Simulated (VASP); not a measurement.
# MgS (P1) in VASP: relaxation of cell and atoms with PBE

Aim: the relaxation of cell and atoms of MgS with PBE.

All numbers are computed with VASP 6.6.1; they aren't measurements. Logs are shortened: lines on timing, memory, paths and dates and some standing lists are left out, and cuts for length are marked.

## 1. The cell of the first run

The typed cell holds 8 atoms: a = 3.765 Å, b = 6.920 Å, c = 6.995 Å, α = 90.93°, β = 91.27°, γ = 89.21°.

## 2. Relaxation of cell and atoms, PBE

INCAR

```
SYSTEM = MgS
ALGO = Normal ; EDIFF = 1E-6
EDIFFG = -0.025 ; ENCUT = 600
GGA = PE ; IBRION = 2
ISIF = 3 ; ISMEAR = 0
LASPH = .True. ; LCHARG = .False.
LREAL = .False. ; LWAVE = .False.
NELM = 80 ; NSW = 80
PREC = Accurate ; SIGMA = 0.1
```

KPOINTS

```
k-points
0
Gamma
  4 2 2
  0 0 0
```

POSCAR

```
MgS
1.0
    0.0254647667     -0.0413817626      3.7644995328
    6.9199057263     -0.0560960617      0.0480444839
   -0.0560960617      6.9944525680     -0.0780751481
Mg S
4 4
Direct
    0.4938212234      0.6762914655      0.6771761885
    0.2323734990      0.1447254542      0.8125501051
    1.0164725565      0.3475184090      0.3425116845
    0.7236874308      0.8346982572      0.1746730183
    0.9885219355      0.8555372820      0.8244393494
    0.7395199792      0.3324910035      0.6556213596
    0.5082252225      0.1607533284      0.1615300546
    0.2973781532      0.6479848002      0.3514982400
```

Potentials or basis: VASP PAW PBE potentials, release 64 (Mg, S).

On the command line:

```console
$ cat potpaw_PBE.64/Mg/POTCAR potpaw_PBE.64/S/POTCAR > POTCAR
$ mpirun -np 1 vasp_std > vasp.out
```

OUTCAR:

```text
SYSTEM = MgS
   EDIFF = 1E-6
   EDIFFG = -0.025
   ENCUT = 600
   GGA = PE
   IBRION = 2
   ISIF = 3
   ISMEAR = 0
   LASPH = .True.
   LREAL = .False.
   NELM = 80
   NSW = 80
   PREC = Accurate

 ion  position               nearest neighbor table
   1  0.494  0.676  0.677-   8 2.39   5 2.45   5 2.49   6 2.54   2 3.50
   2  0.232  0.145  0.813-   5 2.22   6 2.50   6 2.60   7 2.63   1 3.50
   3  0.016  0.348  0.343-   8 2.35   6 2.45   7 2.59   7 2.62
   4  0.724  0.835  0.175-   7 2.39   8 2.44   5 2.67   8 2.78
   5  0.989  0.856  0.824-   2 2.22   1 2.45   1 2.49   4 2.67
   6  0.740  0.332  0.656-   3 2.45   2 2.50   1 2.54   2 2.60
   7  0.508  0.161  0.162-   4 2.39   3 2.59   3 2.62   2 2.63
   8  0.297  0.648  0.351-   3 2.35   1 2.39   4 2.44   4 2.78

  LATTYP: Found a triclinic cell.
 ALAT       =     3.7648130946
 B/A-ratio  =     2.6976615525
 C/A-ratio  =     1.8580240408
 COS(alpha) =     0.0054231182
 COS(beta)  =     0.0222053761
 COS(gamma) =     0.7319834048

  Lattice vectors:

 A1 = (   0.0254647667,  -0.0413817626,   3.7644995328)
 A2 = (  -6.8689761929,  -0.0266674635,   7.4809545817)
 A3 = (   0.0560960617,  -6.9944525680,   0.0780751481)

Analysis of symmetry for initial positions (statically):
=====================================================================
 Subroutine PRICEL returns:
 Original cell was already a primitive cell.

 Routine SETGRP: Setting up the symmetry group for a
 triclinic supercell.

 Subroutine GETGRP returns: Found  1 space group operations
 (whereof  1 operations were pure point group operations)
 out of a pool of  2 trial point group operations.

The static configuration has the point symmetry C_1 .

Analysis of symmetry for dynamics (positions and initial velocities):
=====================================================================
 Subroutine PRICEL returns:
 Original cell was already a primitive cell.

 Routine SETGRP: Setting up the symmetry group for a
 triclinic supercell.

 Subroutine GETGRP returns: Found  1 space group operations
 (whereof  1 operations were pure point group operations)
 out of a pool of  2 trial point group operations.

The dynamic configuration has the point symmetry C_1 .

 Subroutine INISYM returns: Found  1 space group operations
 (whereof  1 operations are pure point group operations),
 and found     1 'primitive' translations

----------------------------------------------------------------------------------------

                                     Primitive cell

  volume of cell :     182.1628

  direct lattice vectors                    reciprocal lattice vectors
     0.025464767 -0.041381763  3.764499533    -0.001820707  0.002951083  0.265684316
     6.919905726 -0.056096062  0.048044484     0.144526648  0.001148343 -0.000965020
    -0.056096062  6.994452568 -0.078075148     0.001148343  0.142997115  0.001564147

  length of vectors
     3.764813095  6.920299871  6.995113239     0.265706944  0.144534432  0.143010280

  position of ions in fractional coordinates (direct lattice)
     0.493821223  0.676291466  0.677176188
     0.232373499  0.144725454  0.812550105
     0.016472556  0.347518409  0.342511685
     0.723687431  0.834698257  0.174673018
     0.988521936  0.855537282  0.824439349
     0.739519979  0.332491004  0.655621360
     0.508225223  0.160753328  0.161530055
     0.297378153  0.647984800  0.351498240

  ion indices of the primitive-cell ions
   primitive index   ion index
                 1           1
                 2           2
                 3           3
                 4           4
                 5           5
                 6           6
                 7           7
                 8           8

----------------------------------------------------------------------------------------

 KPOINTS: k-points

Automatic generation of k-mesh.
 Grid dimensions read from file:
 generate k-points for:    4    2    2

 Generating k-lattice:

  Cartesian coordinates                     Fractional coordinates (reciprocal lattice)
    -0.000455177  0.000737771  0.066421079     0.250000000  0.000000000  0.000000000
     0.072263324  0.000574172 -0.000482510     0.000000000  0.500000000 -0.000000000
     0.000574172  0.071498558  0.000782073    -0.000000000 -0.000000000  0.500000000

  Length of vectors
     0.066426736  0.072267216  0.071505140

  Shift w.r.t. Gamma in fractional coordinates (k-lattice)
     0.000000000  0.000000000  0.000000000

 Subroutine IBZKPT returns following result:
 ===========================================

 Found     12 irreducible k-points:

 Following reciprocal coordinates:
            Coordinates               Weight
  0.000000  0.000000  0.000000      1.000000
  0.250000  0.000000 -0.000000      2.000000
  0.500000  0.000000 -0.000000      1.000000
 -0.000000  0.500000  0.000000      1.000000
  0.250000  0.500000  0.000000      2.000000
  0.500000  0.500000 -0.000000      1.000000
  0.000000 -0.000000  0.500000      1.000000
  0.250000 -0.000000  0.500000      2.000000
  0.500000  0.000000  0.500000      1.000000
  0.000000  0.500000  0.500000      1.000000
  0.250000  0.500000  0.500000      2.000000
  0.500000  0.500000  0.500000      1.000000
   k-points           NKPTS =     12   k-points in BZ     NKDIM =     12   number of bands    NBANDS=     21
   number of dos      NEDOS =    301   number of ions     NIONS =      8
   total plane-waves  NPLWV =  94080
   dimension x,y,z NGX =    30 NGY =   56 NGZ =   56
   dimension x,y,z NGXF=    60 NGYF=  112 NGZF=  112
   ions per type =               4   4
   NGX,Y,Z   is equivalent  to a cutoff of  13.25, 13.45, 13.31 a.u.
   NGXF,Y,Z  is equivalent  to a cutoff of  26.49, 26.91, 26.62 a.u.
 SYSTEM =  MgS
   PREC   = accura    normal or accurate (medium, high low for compatibility)
   ISTART =      0    job   : 0-new  1-cont  2-samecut
   ICHARG =      2    charge: 1-file 2-atom 10-const
   ISPIN  =      1    spin polarized calculation?
   LNONCOLLINEAR =      F non collinear calculations
   LSORBIT =      F    spin-orbit coupling
   LASPH  =      T    aspherical Exc in radial PAW
   ENCUT  =  600.0 eV  44.10 Ry    6.64 a.u.   7.52 13.82 13.97*2*pi/ulx,y,z
   NELM   =     80;   NELMIN=  2; NELMDL= -5     # of ELM steps
   EDIFF  = 0.1E-05   stopping-criterion for ELM
   LREAL  =      F    real-space projection
   EDIFFG = -.3E-01   stopping-criterion for IOM
   NSW    =     80    number of steps for IOM
   IBRION =      2    ionic relax: 0-MD 1-quasi-New 2-CG
   NFREE  =      1    steps in history (QN), initial steepest desc. (CG)
   ISIF   =      3    stress and relaxation
   ISYM   =      2    0-nonsym 1-usesym 2-fastsym
   POTIM  = 0.5000    time-step for ionic-motion
   TEBEG  =    0.0;   TEEND  =   0.0 temperature during run
   PSTRESS=    0.0 pullay stress
   NELECT =      32.0000    total number of electrons
   NUPDOWN=      -1.0000    fix difference up-down
   EMIN   =  10.00;   EMAX   =-10.00  energy-range for DOS
   EFERMI =   0.00;   METHOD = LEGACY
   ISMEAR =     0;   SIGMA  =   0.10  broadening in eV -4-tet -1-fermi 0-gaus
   EFERMI_NEDOS =   21; number of points for ismear=-14 and -15
   IALGO  =     38    algorithm
   IMIX   =      4    mixing-type and parameters
     AMIX     =   0.40;   BMIX     =  1.00
     AMIX_MAG =   1.60;   BMIX_MAG =  1.00
  volume/ion in A,a.u.               =      22.77       153.66
  Fermi-wavevector in a.u.,A,eV,Ry     =   0.916864  1.732622 11.437595  0.840640
  Thomas-Fermi vector in A             =   2.041768
   LORBIT       =      0    0 simple, 1 ext, 2 COOP (PROOUT), +10 PAW based schemes
   GGA     = PE    functional components
   LHFCALC =     F    Hartree Fock is set to
   AEXX    =    0.0000 exact exchange contribution
   IVDW    =     0    specifies the selected vdW correction
   LEPSILON=     F    determine dielectric tensor
   LRPA    =     F    only Hartree local field effects (RPA)
 conjugate gradient relaxation of ions
 non-spin polarized calculation
 Gauss-broadening in eV      SIGMA  =   0.10
  energy-cutoff  :      600.00
  volume of cell :      182.16
 maximum number of plane-waves:      6100
   NGX = 15   NGY = 27   NGZ = 27

--------------------------------------- Ionic step        1  -------------------------------------------

 number of electron      32.0000000 magnetization

 Free energy of the ion-electron system (eV)
  ---------------------------------------------------
  ext. energy  EPLUGINS =         0.00000000
  ---------------------------------------------------
  free energy    TOTEN  =       -32.16421675 eV

  energy without entropy =      -32.16421675  energy(sigma->0) =      -32.16421675

------------------------ aborting loop because EDIFF is reached ----------------------------------------

  FORCE on cell =-STRESS in cart. coord.  units (eV):
  Direction    XX          YY          ZZ          XY          YZ          ZX
  --------------------------------------------------------------------------------------
  -------------------------------------------------------------------------------------
  Total        4.5598949     -0.6155636     -2.3020354      0.2828927      0.2178687      2.0420535
  in kB       40.1056596     -5.4140683    -20.2471001      2.4881274      1.9162218     17.9604805
  external PRESSURE =       4.8148304 kB  Pullay stress =       0.0000000 kB
[... 107 lines left out ...]
  FREE ENERGIE OF THE ION-ELECTRON SYSTEM (eV)
  ---------------------------------------------------
  free  energy   TOTEN  =       -32.7060258349 eV

  energy  without entropy=      -32.7060258349  energy(sigma->0) =      -32.70602583

[... ionic steps 4 to 11 ...]

--------------------------------------- Ionic step       12  -------------------------------------------

 number of electron      32.0000003 magnetization

------------------------ aborting loop because EDIFF is reached ----------------------------------------

  FORCE on cell =-STRESS in cart. coord.  units (eV):
  Direction    XX          YY          ZZ          XY          YZ          ZX
  --------------------------------------------------------------------------------------
  -------------------------------------------------------------------------------------
  Total        0.0155527      0.0156642     -0.0106266     -0.0206614     -0.0105094     -0.0730410
  in kB        0.1394049      0.1404050     -0.0952507     -0.1851962     -0.0942003     -0.6546963
  external PRESSURE =       0.0615197 kB  Pullay stress =       0.0000000 kB
[... 69 lines left out ...]
  energy  without entropy=      -32.9173625521  energy(sigma->0) =      -32.91736255

--------------------------------------- Ionic step       14  -------------------------------------------

 number of electron      32.0000003 magnetization

 Free energy of the ion-electron system (eV)
  ---------------------------------------------------
  ext. energy  EPLUGINS =         0.00000000
  ---------------------------------------------------
  free energy    TOTEN  =       -32.91774484 eV

  energy without entropy =      -32.91774484  energy(sigma->0) =      -32.91774484

 E-fermi :   2.1097     XC(G=0):  -8.4564

 val. band max:        1.6450442786   @ k =   0.0000   0.0000   0.0000
 cond. band min:       4.4989281542   @ k =   0.0000   0.0000   0.0000
 fundamental gap:      2.8538838755
 Fermi energy:         2.1096622991

 k-point     1 :       0.0000    0.0000    0.0000
  band No.  band energies     occupation
      1     -10.1338      2.00000
      2      -9.3563      2.00000
      3      -9.3478      2.00000
      4      -9.2841      2.00000
      5      -2.3659      2.00000
      6      -1.1309      2.00000
[... 312 lines left out ...]
  FREE ENERGIE OF THE ION-ELECTRON SYSTEM (eV)
  ---------------------------------------------------
  free  energy   TOTEN  =       -32.9177448425 eV

  energy  without entropy=      -32.9177448425  energy(sigma->0) =      -32.91774484

 reached required accuracy - stopping structural energy minimisation
```

Wall time 15 min (1 thread of AMD EPYC 7R13, shared host); peak memory 0.3 GiB.

Results:

- Free energy: -32.9177 eV
- Relaxed volume: 22.35 Å³/atom
- Relaxed cell: a = 3.699 Å, b = 6.951 Å, c = 6.954 Å, α = 90.00°, β = 90.02°, γ = 90.05°
- Space group after relaxing (to 0.1 Å): P2_12_12_1 (No. 19)
- Energy gained by relaxing: 94.2 meV/atom
- Ionic steps: 14
- Pressure after relaxing: 0.0 GPa
- Largest force after relaxing: 0.021 eV/Å
- Band gap on the k mesh: 2.85 eV

Forces in eV/Å, atoms in the order of the input:
```
Mg   0.005 -0.005 -0.003
Mg   0.003 -0.007  0.008
Mg  -0.001  0.005 -0.016
Mg   0.003  0.000 -0.006
S    0.005 -0.002  0.021
S    0.005  0.007  0.009
S   -0.016 -0.001 -0.009
S   -0.004  0.003 -0.002
```

Step by step:
| step | energy change (eV) | largest force (eV/Å) | pressure (GPa) | volume (Å³) |
| --- | --- | --- | --- | --- |
| 1 | 0.0000 | 2.3796 | 0.48 | 182.16 |
| 2 | -0.5238 | 0.9046 | -1.16 | 183.86 |
| 3 | -0.5418 | 0.7341 | -1.27 | 184.36 |
| 4 | -0.6465 | 0.5178 | -0.02 | 179.51 |
| 5 | -0.6676 | 0.4800 | 0.99 | 176.27 |
| 6 | -0.7145 | 0.2068 | 0.08 | 178.63 |
| 7 | -0.7184 | 0.2533 | -0.22 | 179.55 |
| 8 | -0.7350 | 0.1682 | -0.09 | 179.10 |
| 9 | -0.7395 | 0.1631 | 0.05 | 178.69 |
| 10 | -0.7478 | 0.1097 | 0.01 | 178.79 |
| 11 | -0.7507 | 0.0978 | -0.03 | 178.90 |
| 12 | -0.7530 | 0.0307 | 0.01 | 178.75 |
| 13 | -0.7531 | 0.0314 | 0.02 | 178.71 |
| 14 | -0.7535 | 0.0214 | -0.01 | 178.80 |

Final structure:
```xyz
8
Lattice="-0.0015 -0.0004 3.6990 6.9506 0.0016 -0.0032 -0.0020 6.9544 -0.0023" Properties=species:S:1:pos:R:3 pbc="T T T"
Mg    4.5915    4.6403    1.8055
Mg    1.1197    5.8012    0.9352
Mg    2.3492    2.3231    3.6951
Mg    5.8268    1.1614    2.8026
S     5.7740    5.7804    3.6561
S     2.2973    4.6443    2.7843
S     1.1778    1.1676    1.8443
S     4.6510    2.3037    0.9502
```

Levels at points of the mesh, in eV from the valence-band top:
| k point | band 14 | band 15 | band 16 | band 17 | band 18 | band 19 |
| --- | --- | --- | --- | --- | --- | --- |
| (0.00, 0.00, 0.00) | -0.16 | -0.14 | 0.00 | 2.85 | 4.86 | 4.94 |
| (0.50, 0.00, 0.00) | -0.87 | -0.64 | -0.62 | 3.59 | 3.63 | 4.86 |
| (0.00, 0.50, 0.00) | -0.35 | -0.14 | -0.12 | 4.28 | 4.33 | 4.82 |
| (0.50, 0.50, 0.00) | -0.85 | -0.44 | -0.41 | 4.11 | 4.18 | 4.70 |
| (0.00, 0.00, 0.50) | -0.35 | -0.13 | -0.12 | 4.29 | 4.31 | 4.87 |
| (0.50, 0.00, 0.50) | -0.86 | -0.39 | -0.38 | 4.09 | 4.12 | 4.63 |
| (0.00, 0.50, 0.50) | -0.22 | -0.12 | -0.12 | 4.31 | 4.31 | 4.70 |
| (0.50, 0.50, 0.50) | -0.78 | -0.77 | -0.76 | 4.30 | 4.32 | 4.34 |

Caveat: the k points lie up to 0.45 Å⁻¹ apart in the final cell.
